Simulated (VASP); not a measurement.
Input of a VASP 6.6.1 run:

Contents of INCAR:

```
  PREC = Accurate
  ENCUT = 520
  EDIFF = 1E-6
  ISMEAR = 0
  SIGMA = 0.01
  LREAL = Auto
  LASPH = True
  NELM = 120
  ALGO = Normal
  ISIF = 2
  LWAVE = False
  LCHARG = False
  GGA = PE
  NELECT = 128.0
  NBANDS = 86
  GGA_COMPAT = False
```

Contents of KPOINTS:

```
Automatic mesh
0
Gamma
  1 1 1
  0.25 0.25 0.25
```

The input POSCAR:

```
CaAl15N15
1.0
    6.2604124029      0.0000000578      0.0000000000
   -3.1302062515      5.4216761502      0.0000000000
    0.0000000000      0.0000000000     10.0361163407
Al Ca N
15 1 15
Direct
    0.3313090613      0.1690505551      0.1789276182
    0.3295443896      0.1708663776      0.7628526632
    0.1563852370      0.3437672091      0.9971697561
    0.3350024652      0.6774017366      0.2477219255
    0.1437082298      0.7650112175      0.5165342165
    0.3345616943      0.6646502317      0.7546770338
    0.1542446128      0.8212549776      0.9976751941
    0.8225451835      0.1650627292      0.2475951499
    0.7345612285      0.3563170452      0.5164445656
    0.8355800479      0.1657631216      0.7546950953
    0.6789934358      0.3461119273      0.9977026717
    0.8295405992      0.6707102997      0.2502092437
    0.6611970787      0.8378998535      0.5051715690
    0.8270445968      0.6735216119      0.7529618320
    0.6633306312      0.8367361834      1.0024024021
    0.2089189085      0.2885589518      0.4787044399
    0.1631292657      0.3373677982      0.1941621396
    0.3297403392      0.1703877255      0.9578477683
    0.1677609673      0.3325173522      0.7020803209
    0.3450438123      0.6902046944      0.4338984877
    0.1590573004      0.8301301081      0.1893701916
    0.3313125619      0.6738047953      0.9422500775
    0.1685809663      0.8395678477      0.6939913422
    0.8080383969      0.1539318782      0.4337566444
    0.6701758704      0.3412345790      0.1892565592
    0.8261385256      0.1687680571      0.9423097022
    0.6609948461      0.3320981533      0.6940296744
    0.8317398790      0.6684772449      0.4442801659
    0.6660994797      0.8339226716      0.1897912062
    0.8276132325      0.6726952342      0.9389578114
    0.6647738265      0.8355411614      0.6921899620
```

Potentials or basis: VASP PAW PBE potentials, release 64 (Al, Ca_sv, N).

Command:

```console
$ cat potpaw_PBE.64/Al/POTCAR potpaw_PBE.64/Ca_sv/POTCAR potpaw_PBE.64/N/POTCAR > POTCAR
$ mpirun -np 1 vasp_std > vasp.out
```

(1) Estimate the largest force.

## Answers

(1) 0.303 eV/Å.

Caveat: the k points lie up to 0.58 Å⁻¹ apart; the cell carries a net charge on a neutralising background, which shifts energy and pressure.
